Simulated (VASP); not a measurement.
Input of a VASP 6.6.1 run:

POSCAR

```
InAs
1.0
    0.0000000000      2.8963595487      2.8963595487
    2.8963595487      0.0000000000      2.8963595487
    2.8963595487      2.8963595487      0.0000000000
In As
1 1
Direct
    0.5000000000      0.5000000000      0.5000000000
    0.0000000000      0.0000000000      0.0000000000
```

INCAR.step1

```
PREC = Accurate
ENCUT = 520
ISMEAR = -1
SIGMA = 0.05
LREAL = False
LASPH = True
NELM = 80
NBANDS = 16
GGA = PE
ALGO = Normal
EDIFF = 1E-4
LWAVE = True
LCHARG = False
```

The input INCAR.step2:

```
PREC = Accurate
ENCUT = 520
EDIFF = 1E-6
ISMEAR = -1
SIGMA = 0.05
LREAL = False
LASPH = True
NELM = 80
ALGO = Normal
ISIF = 2
LWAVE = False
LCHARG = False
METAGGA = R2SCAN
LMIXTAU = True
NBANDS = 16
ISTART = 1
```

The input KPOINTS:

```
regular mesh
0
Gamma
  8 8 8
```

Potentials or basis: VASP PAW PBE potentials, release 64 (In_d, As).

Launch:

```console
$ cat potpaw_PBE.64/In_d/POTCAR potpaw_PBE.64/As/POTCAR > POTCAR
$ cp INCAR.step1 INCAR
$ mpirun -np 1 vasp_std > vasp.out
$ cp INCAR.step2 INCAR
$ mpirun -np 1 vasp_std > vasp.out
```

Question: What does it give for the band gap on the k mesh?

Answer: Zero (bands 9 and 10 overlap by 2.58 eV).

Question: Predict the pressure.

Answer: -3.4 GPa.

Caveat: the cell stands under tension; the PAW data sets were made with another functional, which shifts forces and pressure a little; spin-orbit coupling is left out, which moves the levels of the heavy elements.
